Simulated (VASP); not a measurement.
Set up this calculation in VASP 6.6.1, as the native input.

* Task: single point
* Functional: PBE
* Dispersion: D3(BJ)
* Potentials or basis: VASP PAW PBE potentials, release 64 (Ta_pv)
* Cutoff: 520 eV
* k mesh: 4 × 4 × 1
* Occupations: gaussian, width 0.1 eV
* Spin: no spin polarisation
* Dipole correction: yes
* Further INCAR settings: ALGO = Normal; EDIFF = 1e-07; NBANDS = 78

The structure of Ta lies in POSCAR:

```
Ta
1.0
    5.6896945749      0.0000000000      0.0000000000
   -1.8965648583      5.3642954890      0.0000000000
    0.0000000000      0.0000000000     20.6456161669
Ta
12
Direct
    0.2500000000      0.2500000000      0.3874914624
    0.2500000000      0.7500000000      0.3874914624
    0.7500000000      0.2500000000      0.3874914624
    0.7500000000      0.7500000000      0.3874914624
    0.5000000000      0.5000000000      0.4977673841
    0.5000000000      0.0000000000      0.4977673841
    0.0000000000      0.5000000000      0.4977673841
    0.0000000000      0.0000000000      0.4977673841
    0.7500000000      0.7500000000      0.6078282354
    0.7500000000      0.2500000000      0.6078282354
    0.2500000000      0.7500000000      0.6078282354
    0.2500000000      0.2500000000      0.6078282354
```

These files were run (other wordings do the same):

INCAR

```
  PREC = Accurate
  ENCUT = 520
  EDIFF = 1E-7
  ISMEAR = 0
  SIGMA = 0.1
  LREAL = False
  LASPH = True
  NELM = 80
  ALGO = Normal
  ISIF = 2
  LWAVE = False
  LCHARG = True
  LDIPOL = True
  IDIPOL = 3
  DIPOL = 0.5 0.5 0.498
  GGA = PE
  IVDW = 12
  LELF = True
  LVHAR = True
  LVACPOTAV = True
  NBANDS = 78
```

KPOINTS

```
Automatic mesh
0
Gamma
  4 4 1
```

Potentials or basis: VASP PAW PBE potentials, release 64 (Ta_pv).

Run with:

```console
$ cat potpaw_PBE.64/Ta_pv/POTCAR > POTCAR
$ mpirun -np 1 vasp_std > vasp.out
```

It gave:

```
Largest force              : 0.036 eV/Å
Band gap on the k mesh     : zero (bands 66 and 67 overlap by 0.93 eV)
Dispersion energy per atom : -0.428 eV
```

Caveat: spin-orbit coupling is left out, which moves the levels of the heavy elements.

Run time: 9 min on 1 thread of Intel(R) Xeon(R) 6975P-C (Granite Rapids), with other jobs on the host, peak memory 0.68 GiB.
